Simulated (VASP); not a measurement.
# Li4Pt3 (Im-3m) in VASP: a series of runs

Li4Pt3 is run at these levels: PBE; tasks: relaxation of cell and atoms, single point.

Everything below comes from runs of VASP 6.6.1. Logs are shortened: lines on timing, memory, paths and dates and some standing lists are left out, and cuts for length are marked.

## (1) The cell of the first run

It takes space group Im-3m (No. 229, cubic). The conventional cell has a = 5.776 Å, b = 5.776 Å, c = 5.776 Å, α = 90.00°, β = 90.00°, γ = 90.00°. Li (site symmetry -3m) has 6 Pt at 2.50 Å and 6 Li at 2.89 Å within 3.3 Å. Within 3.3 Å of Pt (site symmetry 4/mmm) lie 8 Li at 2.50 Å and 4 Pt at 2.89 Å.

The cell was generated, and may not be a known phase.

## (2) Relaxation of cell and atoms, PBE

File INCAR:

```
PREC     = Accurate       # precision mode
ENCUT    = 600            # plane-wave cutoff, eV
EDIFF    = 1E-6           # SCF threshold, eV
ISMEAR   = 0              # smearing method
SIGMA    = 0.1            # smearing width, eV
LREAL    = F              # projectors in reciprocal space
LASPH    = T              # aspherical terms in the spheres
NELM     = 100            # most SCF steps
ALGO     = Normal         # electronic algorithm
ISIF     = 3              # what is computed and relaxed
LWAVE    = F              # write WAVECAR
LCHARG   = F              # write CHGCAR
GGA      = PE             # functional
IBRION   = 2              # ionic algorithm
NSW      = 90             # ionic steps
EDIFFG   = -0.04          # ionic threshold
```

File KPOINTS:

```
regular mesh
0
Gamma
  4 4 4
```

File POSCAR:

```
Li4Pt3
1.0
   -2.8877584700      2.8877584700      2.8877584700
    2.8877584700     -2.8877584700      2.8877584700
    2.8877584700      2.8877584700     -2.8877584700
Li Pt
4 3
Direct
    0.5000000000      0.5000000000      0.5000000000
    0.0000000000      0.0000000000      0.5000000000
    0.0000000000      0.5000000000      0.0000000000
    0.5000000000      0.0000000000      0.0000000000
    0.0000000000      0.5000000000      0.5000000000
    0.5000000000      0.0000000000      0.5000000000
    0.5000000000      0.5000000000      0.0000000000
```

Potentials or basis: VASP PAW PBE potentials, release 64 (Li_sv, Pt).

The run is started by

```console
$ cat potpaw_PBE.64/Li_sv/POTCAR potpaw_PBE.64/Pt/POTCAR > POTCAR
$ mpirun -np 1 vasp_std > vasp.out
```

OUTCAR:

```text
PREC = Accurate
   ENCUT = 600
   EDIFF = 1E-6
   ISMEAR = 0
   LREAL = F
   LASPH = T
   NELM = 100
   ISIF = 3
   GGA = PE
   IBRION = 2
   NSW = 90
   EDIFFG = -0.04

 ion  position               nearest neighbor table
   1  0.500  0.500  0.500-   5 2.50   6 2.50   7 2.50   7 2.50   6 2.50   5 2.50
   2  0.000  0.000  0.500-   5 2.50   6 2.50   7 2.50   5 2.50   6 2.50   7 2.50
   3  0.000  0.500  0.000-   5 2.50   6 2.50   7 2.50   5 2.50   7 2.50   6 2.50
   4  0.500  0.000  0.000-   5 2.50   6 2.50   7 2.50   6 2.50   7 2.50   5 2.50
   5  0.000  0.500  0.500-   1 2.50   2 2.50   3 2.50   4 2.50   3 2.50   2 2.50   1 2.50   4 2.50
                             6 2.89   7 2.89   6 2.89   7 2.89
   6  0.500  0.000  0.500-   1 2.50   2 2.50   3 2.50   4 2.50   4 2.50   1 2.50   2 2.50   3 2.50
                             7 2.89   5 2.89   5 2.89   7 2.89
   7  0.500  0.500  0.000-   1 2.50   2 2.50   3 2.50   4 2.50   1 2.50   4 2.50   3 2.50   2 2.50
                             6 2.89   5 2.89   5 2.89   6 2.89

  LATTYP: Found a body centered cubic cell.
 ALAT       =     5.7755169400

  Lattice vectors:

 A1 = (  -2.8877584700,   2.8877584700,   2.8877584700)
 A2 = (   2.8877584700,  -2.8877584700,   2.8877584700)
 A3 = (   2.8877584700,   2.8877584700,  -2.8877584700)

Analysis of symmetry for initial positions (statically):
=====================================================================
 Subroutine PRICEL returns:
 Original cell was already a primitive cell.

 Routine SETGRP: Setting up the symmetry group for a
 body centered cubic supercell.

 Subroutine GETGRP returns: Found 48 space group operations
 (whereof 48 operations were pure point group operations)
 out of a pool of 48 trial point group operations.

The static configuration has the point symmetry O_h .

Analysis of symmetry for dynamics (positions and initial velocities):
=====================================================================
 Subroutine PRICEL returns:
 Original cell was already a primitive cell.

 Routine SETGRP: Setting up the symmetry group for a
 body centered cubic supercell.

 Subroutine GETGRP returns: Found 48 space group operations
 (whereof 48 operations were pure point group operations)
 out of a pool of 48 trial point group operations.

The dynamic configuration has the point symmetry O_h .

 Subroutine INISYM returns: Found 48 space group operations
 (whereof 48 operations are pure point group operations),
 and found     1 'primitive' translations

----------------------------------------------------------------------------------------

                                     Primitive cell

  volume of cell :      96.3258

  direct lattice vectors                    reciprocal lattice vectors
    -2.887758470  2.887758470  2.887758470     0.000000000  0.173144674  0.173144674
     2.887758470 -2.887758470  2.887758470     0.173144674  0.000000000  0.173144674
     2.887758470  2.887758470 -2.887758470     0.173144674  0.173144674  0.000000000

  length of vectors
     5.001744390  5.001744390  5.001744390     0.244863547  0.244863547  0.244863547

  position of ions in fractional coordinates (direct lattice)
     0.500000000  0.500000000  0.500000000
     0.000000000  0.000000000  0.500000000
     0.000000000  0.500000000  0.000000000
     0.500000000  0.000000000  0.000000000
     0.000000000  0.500000000  0.500000000
     0.500000000  0.000000000  0.500000000
     0.500000000  0.500000000  0.000000000

  ion indices of the primitive-cell ions
   primitive index   ion index
                 1           1
                 2           2
                 3           3
                 4           4
                 5           5
                 6           6
                 7           7

----------------------------------------------------------------------------------------

 KPOINTS: regular mesh

Automatic generation of k-mesh.
[... 35 lines left out ...]
   dimension x,y,z NGXF=    80 NGYF=   80 NGZF=   80
   ions per type =               4   3
   NGX,Y,Z   is equivalent  to a cutoff of  13.30, 13.30, 13.30 a.u.
   NGXF,Y,Z  is equivalent  to a cutoff of  26.59, 26.59, 26.59 a.u.
 SYSTEM =  unknown system
   PREC   = accura    normal or accurate (medium, high low for compatibility)
   ISTART =      0    job   : 0-new  1-cont  2-samecut
   ICHARG =      2    charge: 1-file 2-atom 10-const
   ISPIN  =      1    spin polarized calculation?
   LNONCOLLINEAR =      F non collinear calculations
   LSORBIT =      F    spin-orbit coupling
   LASPH  =      T    aspherical Exc in radial PAW
   ENCUT  =  600.0 eV  44.10 Ry    6.64 a.u.   9.99  9.99  9.99*2*pi/ulx,y,z
   NELM   =    100;   NELMIN=  2; NELMDL= -5     # of ELM steps
   EDIFF  = 0.1E-05   stopping-criterion for ELM
   LREAL  =      F    real-space projection
   EDIFFG = -.4E-01   stopping-criterion for IOM
   NSW    =     90    number of steps for IOM
   IBRION =      2    ionic relax: 0-MD 1-quasi-New 2-CG
   NFREE  =      1    steps in history (QN), initial steepest desc. (CG)
   ISIF   =      3    stress and relaxation
   ISYM   =      2    0-nonsym 1-usesym 2-fastsym
   POTIM  = 0.5000    time-step for ionic-motion
   TEBEG  =    0.0;   TEEND  =   0.0 temperature during run
   PSTRESS=    0.0 pullay stress
   NELECT =      42.0000    total number of electrons
   NUPDOWN=      -1.0000    fix difference up-down
   EMIN   =  10.00;   EMAX   =-10.00  energy-range for DOS
   EFERMI =   0.00;   METHOD = LEGACY
   ISMEAR =     0;   SIGMA  =   0.10  broadening in eV -4-tet -1-fermi 0-gaus
   EFERMI_NEDOS =   21; number of points for ismear=-14 and -15
   IALGO  =     38    algorithm
   IMIX   =      4    mixing-type and parameters
     AMIX     =   0.40;   BMIX     =  1.00
     AMIX_MAG =   1.60;   BMIX_MAG =  1.00
  volume/ion in A,a.u.               =      13.76        92.86
  Fermi-wavevector in a.u.,A,eV,Ry     =   1.241396  2.345899 20.967454  1.541064
  Thomas-Fermi vector in A             =   2.375796
   LORBIT       =      0    0 simple, 1 ext, 2 COOP (PROOUT), +10 PAW based schemes
   GGA     = PE    functional components
   LHFCALC =     F    Hartree Fock is set to
   AEXX    =    0.0000 exact exchange contribution
   IVDW    =     0    specifies the selected vdW correction
   LEPSILON=     F    determine dielectric tensor
   LRPA    =     F    only Hartree local field effects (RPA)
 conjugate gradient relaxation of ions
 non-spin polarized calculation
 Gauss-broadening in eV      SIGMA  =   0.10
  energy-cutoff  :      600.00
  volume of cell :       96.33
 maximum number of plane-waves:      3300
   NGX = 19   NGY = 19   NGZ = 19

--------------------------------------- Ionic step        1  -------------------------------------------

 number of electron      41.9999968 magnetization

 Free energy of the ion-electron system (eV)
  ---------------------------------------------------
  ext. energy  EPLUGINS =         0.00000000
  ---------------------------------------------------
  free energy    TOTEN  =       -29.04176113 eV

  energy without entropy =      -29.02246341  energy(sigma->0) =      -29.03211227

------------------------ aborting loop because EDIFF is reached ----------------------------------------

  FORCE on cell =-STRESS in cart. coord.  units (eV):
  Direction    XX          YY          ZZ          XY          YZ          ZX
  --------------------------------------------------------------------------------------
  -------------------------------------------------------------------------------------
  Total        3.1971986      3.1971986      3.1971986      0.0000000      0.0000000     -0.0000000
  in kB       53.1786863     53.1786863     53.1786863      0.0000000      0.0000000     -0.0000000
  external PRESSURE =      53.1786863 kB  Pullay stress =       0.0000000 kB

 VOLUME and BASIS-vectors are now :
 -----------------------------------------------------------------------------
  energy-cutoff  :      600.00
  volume of cell :       96.33
      direct lattice vectors                 reciprocal lattice vectors
    -2.887758470  2.887758470  2.887758470     0.000000000  0.173144674  0.173144674
     2.887758470 -2.887758470  2.887758470     0.173144674  0.000000000  0.173144674
     2.887758470  2.887758470 -2.887758470     0.173144674  0.173144674  0.000000000

 POSITION                                       TOTAL-FORCE (eV/Angst)
 -----------------------------------------------------------------------------------
      1.44388      1.44388      1.44388        -0.000000      0.000000      0.000000
      1.44388      1.44388     -1.44388        -0.000000     -0.000000      0.000000
      1.44388     -1.44388      1.44388         0.000000      0.000000     -0.000000
     -1.44388      1.44388      1.44388        -0.000000     -0.000000     -0.000000
      2.88776      0.00000      0.00000        -0.000000      0.000000      0.000000
      0.00000      2.88776      0.00000         0.000000     -0.000000     -0.000000
      0.00000      0.00000      2.88776         0.000000     -0.000000     -0.000000
 -----------------------------------------------------------------------------------
    total drift:                               -0.000000     -0.000000      0.000000

  FREE ENERGIE OF THE ION-ELECTRON SYSTEM (eV)
  ---------------------------------------------------
  free  energy   TOTEN  =       -29.0417611343 eV

  energy  without entropy=      -29.0224634111  energy(sigma->0) =      -29.03211227

--------------------------------------- Ionic step        2  -------------------------------------------

 number of electron      41.9999994 magnetization

 Free energy of the ion-electron system (eV)
  ---------------------------------------------------
  ext. energy  EPLUGINS =         0.00000000
  ---------------------------------------------------
  free energy    TOTEN  =       -29.13569746 eV

  energy without entropy =      -29.11638106  energy(sigma->0) =      -29.12603926

 E-fermi :   4.4053     XC(G=0): -10.2727

 val. band max:        4.1488290646   @ k =   0.5000   0.5000   0.2500
 cond. band min:       4.4357407819   @ k =   0.2500   0.2500   0.0000
 fundamental gap:      0.2869117173
 Fermi energy:         4.4053115928

 k-point     1 :       0.0000    0.0000    0.0000
  band No.  band energies     occupation
      1     -39.9237      2.00000
      2     -39.9020      2.00000
      3     -39.9020      2.00000
      4     -39.9020      2.00000
      5      -1.3911      2.00000
      6       0.9506      2.00000
[... 213 lines left out ...]
     24       5.9953      0.00000
     25       7.6037      0.00000

------------------------ aborting loop because EDIFF is reached ----------------------------------------

  FORCE on cell =-STRESS in cart. coord.  units (eV):
  Direction    XX          YY          ZZ          XY          YZ          ZX
  --------------------------------------------------------------------------------------
  -------------------------------------------------------------------------------------
  Total       -0.2266599     -0.2266599     -0.2266599     -0.0000000      0.0000000     -0.0000000
  in kB       -3.5313937     -3.5313937     -3.5313937     -0.0000000      0.0000000     -0.0000000
  external PRESSURE =      -3.5313937 kB  Pullay stress =       0.0000000 kB

 VOLUME and BASIS-vectors are now :
 -----------------------------------------------------------------------------
  energy-cutoff  :      600.00
  volume of cell :      102.83
      direct lattice vectors                 reciprocal lattice vectors
    -2.951388720  2.951388720  2.951388720     0.000000000  0.169411774  0.169411774
     2.951388720 -2.951388720  2.951388720     0.169411774  0.000000000  0.169411774
     2.951388720  2.951388720 -2.951388720     0.169411774  0.169411774  0.000000000

 POSITION                                       TOTAL-FORCE (eV/Angst)
 -----------------------------------------------------------------------------------
      1.47569      1.47569      1.47569        -0.000000      0.000000     -0.000000
      4.42708     -1.47569      1.47569         0.000000     -0.000000      0.000000
      1.47569     -1.47569      1.47569        -0.000000      0.000000     -0.000000
      4.42708      1.47569      1.47569        -0.000000     -0.000000      0.000000
      2.95139      0.00000      0.00000         0.000000     -0.000000      0.000000
      0.00000      2.95139      0.00000        -0.000000      0.000000     -0.000000
      2.95139      2.95139      0.00000         0.000000     -0.000000      0.000000
 -----------------------------------------------------------------------------------
    total drift:                                0.000000     -0.000000      0.000000

  FREE ENERGIE OF THE ION-ELECTRON SYSTEM (eV)
  ---------------------------------------------------
  free  energy   TOTEN  =       -29.1356974585 eV

  energy  without entropy=      -29.1163810642  energy(sigma->0) =      -29.12603926

 reached required accuracy - stopping structural energy minimisation
```

Run time: 44 s. Hardware: 1 thread of Intel Xeon Platinum 8488C (Sapphire Rapids), shared host; peak memory 0.25 GiB.

What came out:

```yaml
Free_energy: -29.1357 eV
Relaxed_volume: 14.69 Å³/atom
Relaxed_cell: a = 5.112 Å, b = 5.112 Å, c = 5.112 Å, α = 109.47°, β = 109.47°, γ = 109.47°
Space_group_after_relaxing_to_0.1_Å: Im-3m (No. 229)
Energy_gained_by_relaxing: 13.4 meV/atom
Ionic_steps: 2
Pressure_after_relaxing: -0.4 GPa
Band_gap_on_the_k_mesh: zero (bands 21 and 22 overlap by 2.47 eV)
```

Step by step:
| step | energy change (eV) | largest force (eV/Å) | pressure (GPa) | volume (Å³) |
| --- | --- | --- | --- | --- |
| 1 | 0.0000 | 0.0000 | 5.32 | 96.33 |
| 2 | -0.0939 | 0.0000 | -0.35 | 102.83 |

Final structure:
```
Li Pt
1.0
    -2.95139    2.95139    2.95139
     2.95139   -2.95139    2.95139
     2.95139    2.95139   -2.95139
Li Pt
4 3
Direct
  0.50000 0.50000 0.50000
  0.00000 0.00000 0.50000
  0.00000 0.50000 0.00000
  0.50000 0.00000 0.00000
  0.00000 0.50000 0.50000
  0.50000 0.00000 0.50000
  0.50000 0.50000 0.00000
```

Caveat: the k points lie up to 0.38 Å⁻¹ apart in the final cell, too coarse for converged energies and pressures of a metal; the cutoff is under 1.25 times the usual one of these potentials, so pressure, stress and relaxed cells hold a basis-set (Pulay) error; spin-orbit coupling is left out, which moves the levels of the heavy elements.

## (3) Single point, PBE

This run uses another cell than the first one, of 14.63 Å³/atom.

File INCAR:

```
PREC     = Accurate       # precision mode
ENCUT    = 520            # plane-wave cutoff, eV
EDIFF    = 1E-6           # SCF threshold, eV
ISMEAR   = 0              # smearing method
SIGMA    = 0.1            # smearing width, eV
LREAL    = False          # projectors in reciprocal space
LASPH    = True           # aspherical terms in the spheres
NELM     = 80             # most SCF steps
ALGO     = Fast           # electronic algorithm
ISIF     = 2              # what is computed and relaxed
LWAVE    = False          # write WAVECAR
LCHARG   = False          # write CHGCAR
GGA      = PE             # functional
NBANDS   = 30             # bands
```

File KPOINTS:

```
Automatic mesh
0
Gamma
  10 10 10
```

Edit POSCAR of step 2 so:

```diff
@@ -2,5 +2,5 @@
 1.0
-   -2.8877584700      2.8877584700      2.8877584700
-    2.8877584700     -2.8877584700      2.8877584700
-    2.8877584700      2.8877584700     -2.8877584700
+   -2.9470948435      2.9470948435      2.9470948435
+    2.9470948435     -2.9470948435      2.9470948435
+    2.9470948435      2.9470948435     -2.9470948435
 Li Pt
```

Potentials or basis: VASP PAW PBE potentials, release 64 (Li_sv, Pt).

The run is started by

```console
$ cat potpaw_PBE.64/Li_sv/POTCAR potpaw_PBE.64/Pt/POTCAR > POTCAR
$ mpirun -np 1 vasp_std > vasp.out
```

Run time: 3.3 min. Hardware: 1 thread of Intel Xeon Platinum 8488C (Sapphire Rapids), shared host; peak memory 0.31 GiB.

Results (log left out):

- Free energy: -29.1607 eV
- Band gap on the k mesh: zero (bands 21 and 22 overlap by 2.47 eV)

Levels at points of the mesh, in eV from the Fermi level:
```csv
k point,band 17,band 18,band 19,band 20,band 21,band 22,band 23,band 24,band 25,band 26
"(0.00, 0.00, 0.00)",-0.75,-0.75,-0.75,0.66,1.12,1.12,1.12,2.33,2.33,2.33
"(0.50, 0.00, 0.00)",-1.91,-1.58,-1.23,-1.12,-0.93,1.99,2.08,2.23,3.73,4.59
"(0.50, 0.50, 0.50)",-0.78,-0.78,-0.78,0.29,0.29,0.29,1.24,1.24,2.87,7.28
```

Caveat: the cutoff is under 1.25 times the usual one of these potentials, so pressure, stress and relaxed cells hold a basis-set (Pulay) error; spin-orbit coupling is left out, which moves the levels of the heavy elements.

The gap in the log of VASP goes by the Fermi energy; the results here count the filled bands.